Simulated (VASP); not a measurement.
# Cu (Fm-3m) in VASP: further runs

Cu is run at these levels: PBE; tasks: single point, relaxation of cell and atoms.

Program: VASP 6.6.1. These are calculated values, not measurements. Logs are shortened: lines on timing, memory, paths and dates and some standing lists are left out, and cuts for length are marked.

## Step 1: The cell of the first run

It takes space group Fm-3m (No. 225, cubic). The conventional cell has a = 3.629 Å, b = 3.629 Å, c = 3.629 Å, α = 90.00°, β = 90.00°, γ = 90.00°. Cu (site symmetry m-3m) has 12 Cu at 2.57 Å within 3.4 Å.

## Step 2: Single point, PBE

Input file INCAR:

```
PREC = Accurate ; ENCUT = 520
EDIFF = 1E-6 ; ISMEAR = -1
SIGMA = 0.1 ; LREAL = F
LASPH = T ; NELM = 60
ALGO = Normal ; ISIF = 2
LWAVE = F ; LCHARG = F
GGA = PE ; NBANDS = 12
```

Input file KPOINTS:

```
Automatic mesh
0
Gamma
  15 15 15
```

Input file POSCAR:

```
Cu
1.0
    0.0000000000      1.8145751207      1.8145751207
    1.8145751207      0.0000000000      1.8145751207
    1.8145751207      1.8145751207      0.0000000000
Cu
1
Direct
    0.0000000000      0.0000000000      0.0000000000
```

Potentials or basis: VASP PAW PBE potentials, release 64 (Cu).

On the command line:

```sh
> cat potpaw_PBE.64/Cu/POTCAR > POTCAR
> mpirun -np 1 vasp_std > vasp.out
```

OUTCAR:

```text
PREC = Accurate
   ENCUT = 520
   EDIFF = 1E-6
   ISMEAR = -1
   LREAL = F
   LASPH = T
   NELM = 60
   ISIF = 2
   GGA = PE

 ion  position               nearest neighbor table
   1  0.000  0.000  0.000-

  LATTYP: Found a face centered cubic cell.
 ALAT       =     3.6291502414

  Lattice vectors:

 A1 = (   0.0000000000,   1.8145751207,   1.8145751207)
 A2 = (   1.8145751207,   0.0000000000,   1.8145751207)
 A3 = (   1.8145751207,   1.8145751207,   0.0000000000)

Analysis of symmetry for initial positions (statically):
=====================================================================
 Subroutine PRICEL returns:
 Original cell was already a primitive cell.

 Routine SETGRP: Setting up the symmetry group for a
 face centered cubic supercell.

 Subroutine GETGRP returns: Found 48 space group operations
 (whereof 48 operations were pure point group operations)
 out of a pool of 48 trial point group operations.

The static configuration has the point symmetry O_h .

Analysis of symmetry for dynamics (positions and initial velocities):
=====================================================================
 Subroutine PRICEL returns:
 Original cell was already a primitive cell.

 Routine SETGRP: Setting up the symmetry group for a
 face centered cubic supercell.

 Subroutine GETGRP returns: Found 48 space group operations
 (whereof 48 operations were pure point group operations)
 out of a pool of 48 trial point group operations.

The dynamic configuration has the point symmetry O_h .

 Subroutine INISYM returns: Found 48 space group operations
 (whereof 48 operations are pure point group operations),
 and found     1 'primitive' translations

----------------------------------------------------------------------------------------

                                     Primitive cell

  volume of cell :      11.9496

  direct lattice vectors                    reciprocal lattice vectors
     0.000000000  1.814575121  1.814575121    -0.275546597  0.275546597  0.275546597
     1.814575121  0.000000000  1.814575121     0.275546597 -0.275546597  0.275546597
     1.814575121  1.814575121  0.000000000     0.275546597  0.275546597 -0.275546597

  length of vectors
     2.566196746  2.566196746  2.566196746     0.477260706  0.477260706  0.477260706

  position of ions in fractional coordinates (direct lattice)
     0.000000000  0.000000000  0.000000000

  ion indices of the primitive-cell ions
   primitive index   ion index
                 1           1

----------------------------------------------------------------------------------------

 KPOINTS: Automatic mesh

Automatic generation of k-mesh.
 Grid dimensions read from file:
 generate k-points for:   15   15   15

 Generating k-lattice:

  Cartesian coordinates                     Fractional coordinates (reciprocal lattice)
    -0.018369773  0.018369773  0.018369773     0.066666667  0.000000000  0.000000000
     0.018369773 -0.018369773  0.018369773     0.000000000  0.066666667  0.000000000
     0.018369773  0.018369773 -0.018369773     0.000000000  0.000000000  0.066666667

  Length of vectors
     0.031817380  0.031817380  0.031817380

  Shift w.r.t. Gamma in fractional coordinates (k-lattice)
     0.000000000  0.000000000  0.000000000

 Subroutine IBZKPT returns following result:
 ===========================================

 Found    120 irreducible k-points:

 Following reciprocal coordinates:
            Coordinates               Weight
  0.000000  0.000000  0.000000      1.000000
  0.066667  0.000000  0.000000      8.000000
  0.133333  0.000000  0.000000      8.000000
  0.200000  0.000000  0.000000      8.000000
  0.266667  0.000000  0.000000      8.000000
  0.333333  0.000000  0.000000      8.000000
[... 16 lines left out ...]
  0.133333  0.133333  0.000000      6.000000
  0.200000  0.133333  0.000000     24.000000
 [... further k-points ...]
   k-points           NKPTS =    120   k-points in BZ     NKDIM =    120   number of bands    NBANDS=     12
   number of dos      NEDOS =    301   number of ions     NIONS =      1
   total plane-waves  NPLWV =   8000
   dimension x,y,z NGX =    20 NGY =   20 NGZ =   20
   dimension x,y,z NGXF=    40 NGYF=   40 NGZF=   40
   ions per type =               1
   NGX,Y,Z   is equivalent  to a cutoff of  12.96, 12.96, 12.96 a.u.
   NGXF,Y,Z  is equivalent  to a cutoff of  25.91, 25.91, 25.91 a.u.
 SYSTEM =  unknown system
   PREC   = accura    normal or accurate (medium, high low for compatibility)
   ISTART =      0    job   : 0-new  1-cont  2-samecut
   ICHARG =      2    charge: 1-file 2-atom 10-const
   ISPIN  =      1    spin polarized calculation?
   LNONCOLLINEAR =      F non collinear calculations
   LSORBIT =      F    spin-orbit coupling
   LASPH  =      T    aspherical Exc in radial PAW
   ENCUT  =  520.0 eV  38.22 Ry    6.18 a.u.   4.77  4.77  4.77*2*pi/ulx,y,z
   NELM   =     60;   NELMIN=  2; NELMDL= -5     # of ELM steps
   EDIFF  = 0.1E-05   stopping-criterion for ELM
   LREAL  =      F    real-space projection
   EDIFFG = 0.1E-04   stopping-criterion for IOM
   NSW    =      0    number of steps for IOM
   IBRION =     -1    ionic relax: 0-MD 1-quasi-New 2-CG
   NFREE  =      0    steps in history (QN), initial steepest desc. (CG)
   ISIF   =      2    stress and relaxation
   ISYM   =      2    0-nonsym 1-usesym 2-fastsym
   POTIM  = 0.5000    time-step for ionic-motion
   TEBEG  =    0.0;   TEEND  =   0.0 temperature during run
   PSTRESS=    0.0 pullay stress
   NELECT =      11.0000    total number of electrons
   NUPDOWN=      -1.0000    fix difference up-down
   EMIN   =  10.00;   EMAX   =-10.00  energy-range for DOS
   EFERMI =   0.00;   METHOD = LEGACY
   ISMEAR =    -1;   SIGMA  =   0.10  broadening in eV -4-tet -1-fermi 0-gaus
   EFERMI_NEDOS =   21; number of points for ismear=-14 and -15
   IALGO  =     38    algorithm
   IMIX   =      4    mixing-type and parameters
     AMIX     =   0.40;   BMIX     =  1.00
     AMIX_MAG =   1.60;   BMIX_MAG =  1.00
  volume/ion in A,a.u.               =      11.95        80.64
  Fermi-wavevector in a.u.,A,eV,Ry     =   1.592529  3.009444 34.506411  2.536150
  Thomas-Fermi vector in A             =   2.690900
   LORBIT       =      0    0 simple, 1 ext, 2 COOP (PROOUT), +10 PAW based schemes
   GGA     = PE    functional components
   LHFCALC =     F    Hartree Fock is set to
   AEXX    =    0.0000 exact exchange contribution
   IVDW    =     0    specifies the selected vdW correction
   LEPSILON=     F    determine dielectric tensor
   LRPA    =     F    only Hartree local field effects (RPA)
 non-spin polarized calculation
  energy-cutoff  :      520.00
  volume of cell :       11.95
 maximum number of plane-waves:       332
   NGX =  9   NGY =  9   NGZ =  9

 number of electron      10.9999998 magnetization

 Free energy of the ion-electron system (eV)
  ---------------------------------------------------
  ext. energy  EPLUGINS =         0.00000000
  ---------------------------------------------------
  free energy    TOTEN  =        -3.73196670 eV

  energy without entropy =       -3.72124442  energy(sigma->0) =       -3.72660556

 E-fermi :   7.5173     XC(G=0): -12.6588

 val. band max:        7.4349177565   @ k =   0.4667   0.4000   0.0667
 cond. band min:       7.5201313122   @ k =  -0.4000   0.1333   0.0000
 fundamental gap:      0.0852135556
 Fermi energy:         7.5173233608

 k-point     1 :       0.0000    0.0000    0.0000
  band No.  band energies     occupation
      1      -1.8216      2.00000
      2       4.4423      2.00000
      3       4.4423      2.00000
      4       4.4423      2.00000
      5       5.2489      2.00000
      6       5.2489      2.00000
      7      29.9413      0.00000
      8      32.4941      0.00000
      9      32.4941      0.00000
     10      32.4941      0.00000
     11      34.9756      0.00000
     12      34.9756      0.00000

 k-point     2 :       0.0667    0.0000    0.0000
  band No.  band energies     occupation
      1      -1.6611      2.00000
      2       4.4089      2.00000
      3       4.4721      2.00000
      4       4.4721      2.00000
      5       5.2373      2.00000
      6       5.2373      2.00000
      7      28.8959      0.00000
      8      30.9572      0.00000
      9      32.0022      0.00000
     10      32.0022      0.00000
     11      35.6957      0.00000
     12      35.6957      0.00000

 k-point     3 :       0.1333    0.0000    0.0000
  band No.  band energies     occupation
      1      -1.1875      2.00000
      2       4.3225      2.00000
      3       4.5436      2.00000
      4       4.5436      2.00000
      5       5.2195      2.00000
      6       5.2195      2.00000
      7      25.6894      0.00000
      8      30.5041      0.00000
      9      31.1960      0.00000
     10      31.1960      0.00000
     11      36.8666      0.00000
     12      37.0410      0.00000
[... 286 lines left out ...]
 k-point    23 :       0.1333    0.1333    0.0000
  band No.  band energies     occupation
      1      -0.9786      2.00000
      2       4.2054      2.00000
      3       4.6396      2.00000
      4       4.6396      2.00000
      5       5.0419      2.00000
      6       5.3364      2.00000
      7      28.0433      0.00000
      8      28.2468      0.00000
      9      28.2468      0.00000
     10      30.0584      0.00000
     11      34.7569      0.00000
     12      38.6778      0.00000

 k-point    24 :       0.2000    0.1333    0.0000
  band No.  band energies     occupation
      1      -0.4222      2.00000
      2       4.0884      2.00000
      3       4.7076      2.00000
      4       4.7348      2.00000
      5       5.0045      2.00000
      6       5.3856      2.00000
      7      24.9427      0.00000
      8      27.1845      0.00000
      9      28.2672      0.00000
     10      30.3886      0.00000
     11      32.9817      0.00000
     12      38.7663      0.00000

 [... further k-points ...]
[... 5 lines left out ...]
  --------------------------------------------------------------------------------------
  -------------------------------------------------------------------------------------
  Total        0.0427619      0.0427619      0.0427619     -0.0000000      0.0000000      0.0000000
  in kB        5.7334121      5.7334121      5.7334121     -0.0000000      0.0000000      0.0000000
  external PRESSURE =       5.7334121 kB  Pullay stress =       0.0000000 kB

 VOLUME and BASIS-vectors are now :
 -----------------------------------------------------------------------------
  energy-cutoff  :      520.00
  volume of cell :       11.95
      direct lattice vectors                 reciprocal lattice vectors
     0.000000000  1.814575121  1.814575121    -0.275546597  0.275546597  0.275546597
     1.814575121  0.000000000  1.814575121     0.275546597 -0.275546597  0.275546597
     1.814575121  1.814575121  0.000000000     0.275546597  0.275546597 -0.275546597

 POSITION                                       TOTAL-FORCE (eV/Angst)
 -----------------------------------------------------------------------------------
      0.00000      0.00000      0.00000         0.000000      0.000000     -0.000000
 -----------------------------------------------------------------------------------
    total drift:                                0.000000      0.000000      0.000000

  FREE ENERGIE OF THE ION-ELECTRON SYSTEM (eV)
  ---------------------------------------------------
  free  energy   TOTEN  =        -3.7319666953 eV

  energy  without entropy=       -3.7212444242  energy(sigma->0) =       -3.72660556
```

Wall time 10 s (1 thread of Intel Xeon Platinum 8559C (Emerald Rapids), shared host); peak memory 0.13 GiB.

Results:

```
Free energy            : -3.7320 eV
Pressure               : 0.6 GPa
Band gap on the k mesh : zero (an odd number of electrons rules out a gap without spin polarisation)
```

## Step 3: Relaxation of cell and atoms, PBE

This run uses another cell than the first one, of 11.81 Å³/atom.

Input file INCAR:

```
PREC = Accurate
ENCUT = 600
EDIFF = 1E-7
ISMEAR = -1
SIGMA = 0.1
LREAL = False
LASPH = True
NELM = 80
ALGO = Normal
ISIF = 3
LWAVE = False
LCHARG = False
GGA = PE
IBRION = 2
NSW = 80
EDIFFG = -0.01
```

KPOINTS is that of step 2.

Input file POSCAR:

```
Cu
1.0
    0.0000000000      1.8074800000      1.8074800000
    1.8074800000      0.0000000000      1.8074800000
    1.8074800000      1.8074800000      0.0000000000
Cu
1
Direct
    0.0000000000      0.0000000000      0.0000000000
```

Potentials or basis: VASP PAW PBE potentials, release 64 (Cu).

On the command line:

```sh
> cat potpaw_PBE.64/Cu/POTCAR > POTCAR
> mpirun -np 1 vasp_std > vasp.out
```

Wall time 19 s (1 thread of Intel Xeon Platinum 8559C (Emerald Rapids), shared host); peak memory 0.14 GiB.

The run converged. Its results:

```
Free energy                           : -3.7321 eV
Relaxed volume                        : 12.00 Å³/atom
Relaxed cell                          : a = 2.570 Å, b = 2.570 Å, c = 2.570 Å, α = 60.00°, β = 60.00°, γ = 60.00°
Space group after relaxing (to 0.1 Å) : Fm-3m (No. 225)
Energy gained by relaxing             : 1.3 meV/atom
Ionic steps                           : 3
Pressure after relaxing               : 0.0 GPa
Band gap on the k mesh                : zero (an odd number of electrons rules out a gap without spin polarisation)
```

The path:
| step | energy change (eV) | largest force (eV/Å) | pressure (GPa) | volume (Å³) |
| --- | --- | --- | --- | --- |
| 1 | 0.0000 | 0.0000 | 2.30 | 11.81 |
| 2 | -0.0010 | 0.0000 | -1.14 | 12.10 |
| 3 | -0.0013 | 0.0000 | 0.02 | 12.00 |

Final structure:
```yaml
crystal:
  lattice:
    - [0.00000, 1.81712, 1.81712]
    - [1.81712, 0.00000, 1.81712]
    - [1.81712, 1.81712, 0.00000]
  atoms:
    - { symbol: Cu, position: [0.00000, 0.00000, 0.00000] }
```

Levels at points of the mesh, in eV from the Fermi level:
```
           k point  band 3  band 4  band 5  band 6  band 7  band 8  band 9
(0.00, 0.00, 0.00)   -3.06   -3.06   -2.26   -2.26   22.39   24.91   24.91
```

PBE usually gives volumes a little too large and moduli too small. Zero-point motion and thermal expansion aren't in these numbers.

## Step 4: Single point, PBE (10.52 Å³/atom)

This run uses another cell than the first one, of 10.52 Å³/atom.

Input file INCAR:

```
SYSTEM = Cu
PREC = Accurate ; ENCUT = 520
EDIFF = 1E-6 ; ISMEAR = -1
SIGMA = 0.1 ; LREAL = .FALSE.
LASPH = .TRUE. ; NELM = 100
ALGO = Normal ; ISIF = 2
LWAVE = .FALSE. ; LCHARG = .FALSE.
GGA = PE ; NBANDS = 12
```

Input file KPOINTS:

```
Automatic mesh
0
G
  24 24 24
  0 0 0
```

Input file POSCAR:

```
Cu
1.0
    0.0000000000      1.7388782531      1.7388782531
    1.7388782531      0.0000000000      1.7388782531
    1.7388782531      1.7388782531      0.0000000000
Cu
1
Direct
    0.0000000000      0.0000000000      0.0000000000
```

On the command line:

```sh
> cat potpaw_PBE.64/Cu/POTCAR > POTCAR
> mpirun -np 1 vasp_std > vasp.out
```

Run time: 24 s. Hardware: 1 thread of Intel Xeon Platinum 8559C (Emerald Rapids), shared host; peak memory 0.16 GiB.

It converged, with:

```
Free energy            : -3.6286 eV
Pressure               : 25.5 GPa
Band gap on the k mesh : zero (an odd number of electrons rules out a gap without spin polarisation)
```

Levels at points of the mesh, in eV from the Fermi level:
```
           k point  band 4  band 5  band 6  band 7  band 8  band 9
(0.00, 0.00, 0.00)   -3.45   -2.47   -2.47   23.48   27.05   27.05
(0.50, 0.00, 0.00)   -1.79   -1.79   -1.39    4.34   21.91   23.90
(0.50, 0.50, 0.00)   -1.62   -1.62    1.38    7.92   13.98   13.98
```

Caveat: the cell stands under pressure.

## Step 5: Single point, PBE (10.99 Å³/atom)

This run uses another cell than the first one, of 10.99 Å³/atom.

Input file INCAR:

```
PREC = Accurate
ENCUT = 520
EDIFF = 1E-6
ISMEAR = -1
SIGMA = 0.1
LREAL = F
LASPH = T
NELM = 60
ALGO = Normal
ISIF = 2
LWAVE = F
LCHARG = F
GGA = PE
NBANDS = 12
```

Input file KPOINTS:

```
regular mesh
0
Gamma
  24 24 24
```

Input file POSCAR:

```
Cu
1.0
    0.0000000000      1.7648354868      1.7648354868
    1.7648354868      0.0000000000      1.7648354868
    1.7648354868      1.7648354868      0.0000000000
Cu
1
Direct
    0.0000000000      0.0000000000      0.0000000000
```

Potentials or basis: VASP PAW PBE potentials, release 64 (Cu).

On the command line:

```sh
> cat potpaw_PBE.64/Cu/POTCAR > POTCAR
> mpirun -np 1 vasp_std > vasp.out
```

OUTCAR:

```text
PREC = Accurate
   ENCUT = 520
   EDIFF = 1E-6
   ISMEAR = -1
   LREAL = F
   LASPH = T
   NELM = 60
   ISIF = 2
   GGA = PE

 ion  position               nearest neighbor table
   1  0.000  0.000  0.000-

  LATTYP: Found a face centered cubic cell.
 ALAT       =     3.5296709736

  Lattice vectors:

 A1 = (   0.0000000000,   1.7648354868,   1.7648354868)
 A2 = (   1.7648354868,   0.0000000000,   1.7648354868)
 A3 = (   1.7648354868,   1.7648354868,   0.0000000000)

Analysis of symmetry for initial positions (statically):
[... 527 lines left out ...]
      4       6.2962      2.00000
      5       6.7892      2.00000
      6       7.2698      1.99999
      7      13.4669      0.00000
      8      29.8385      0.00000
      9      30.8284      0.00000
     10      31.5066      0.00000
     11      35.3313      0.00000
     12      35.7591      0.00000

 [... further k-points ...]
[... 5 lines left out ...]
  --------------------------------------------------------------------------------------
  -------------------------------------------------------------------------------------
  Total        1.0417236      1.0417236      1.0417236     -0.0000000     -0.0000000      0.0000000
  in kB      151.8169967    151.8169967    151.8169967     -0.0000000     -0.0000000      0.0000000
  external PRESSURE =     151.8169967 kB  Pullay stress =       0.0000000 kB

 VOLUME and BASIS-vectors are now :
 -----------------------------------------------------------------------------
  energy-cutoff  :      520.00
  volume of cell :       10.99
      direct lattice vectors                 reciprocal lattice vectors
     0.000000000  1.764835487  1.764835487    -0.283312526  0.283312526  0.283312526
     1.764835487  0.000000000  1.764835487     0.283312526 -0.283312526  0.283312526
     1.764835487  1.764835487  0.000000000     0.283312526  0.283312526 -0.283312526

 POSITION                                       TOTAL-FORCE (eV/Angst)
 -----------------------------------------------------------------------------------
      0.00000      0.00000      0.00000        -0.000000      0.000000     -0.000000
 -----------------------------------------------------------------------------------
    total drift:                                0.000000      0.000000      0.000000

  FREE ENERGIE OF THE ION-ELECTRON SYSTEM (eV)
  ---------------------------------------------------
  free  energy   TOTEN  =        -3.6889556083 eV

  energy  without entropy=       -3.6800174410  energy(sigma->0) =       -3.68448652
```

stdout:

```text
POSCAR found type information on POSCAR Cu
 POSCAR found :  1 types and       1 ions
 scaLAPACK will be used
 LDA part: xc-table for (Slater+PW92), standard interpolation
 POSCAR, INCAR and KPOINTS ok, starting setup
 FFT: planning ... GRIDC
 FFT: planning ... GRID_SOFT
 FFT: planning ... GRID
 WAVECAR not read
 entering main loop
```

Wall time 24 s (1 thread of Intel Xeon Platinum 8559C (Emerald Rapids), shared host); peak memory 0.16 GiB.

Results:

- Free energy: -3.6890 eV
- Pressure: 15.2 GPa
- Band gap on the k mesh: zero (an odd number of electrons rules out a gap without spin polarisation)

Caveat: the cell stands under pressure.

## Step 6: The runs side by side

| task | cell | k mesh | cutoff (eV) | gap on the mesh (eV) | pressure (GPa) |
| --- | --- | --- | --- | --- | --- |
| single point | a = 2.566 Å, angles 60.0°, 1 atom | 15 × 15 × 15 | 520 | none | 0.6 |
| relaxation of cell and atoms | relaxed from a = 2.556 Å, angles 60.0°, 1 atom | 15 × 15 × 15 | 600 | none | 0.0 |
| single point | a = 2.459 Å, angles 60.0°, 1 atom | 24 × 24 × 24 | 520 | none | 25.5 |
| single point | a = 2.496 Å, angles 60.0°, 1 atom | 24 × 24 × 24 | 520 | none | 15.2 |

Alike in all rows: level PBE; potentials or basis VASP PAW PBE potentials, release 64 (Cu); no spin polarisation; smearing fermi-dirac 0.1 eV.

Caveats: the cell stands under pressure (at least some runs).

Absolute energies hang on the potentials; compare differences alone.
